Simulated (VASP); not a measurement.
A run of VASP 6.6.1 is set up as follows.

Contents of INCAR:

```
ALGO = Normal
EDIFF = 1E-6
ENCUT = 520
ISIF = 2
ISMEAR = -1
LASPH = True
LCHARG = True
LELF = True
LREAL = False
LVHAR = True
LWAVE = False
NBANDS = 16
NELM = 60
PREC = Accurate
SIGMA = 0.05
```

File KPOINTS:

```
k-points
0
Gamma
  11 11 11
```

POSCAR

```
HgTe
1.0
    0.0000000000      2.8832843350      2.8832843350
    2.8832843350      0.0000000000      2.8832843350
    2.8832843350      2.8832843350      0.0000000000
Hg Te
1 1
Direct
    0.0000000000      0.0000000000      0.0000000000
    0.2500000000      0.2500000000      0.2500000000
```

Potentials or basis: VASP PAW LDA potentials, release 64 (Hg, Te).

Command:

```bash
$ cat potpaw_LDA.64/Hg/POTCAR potpaw_LDA.64/Te/POTCAR > POTCAR
$ mpirun -np 1 vasp_std > vasp.out
```

(1) Estimate the pressure.

Results:

(1) 37.2 GPa.
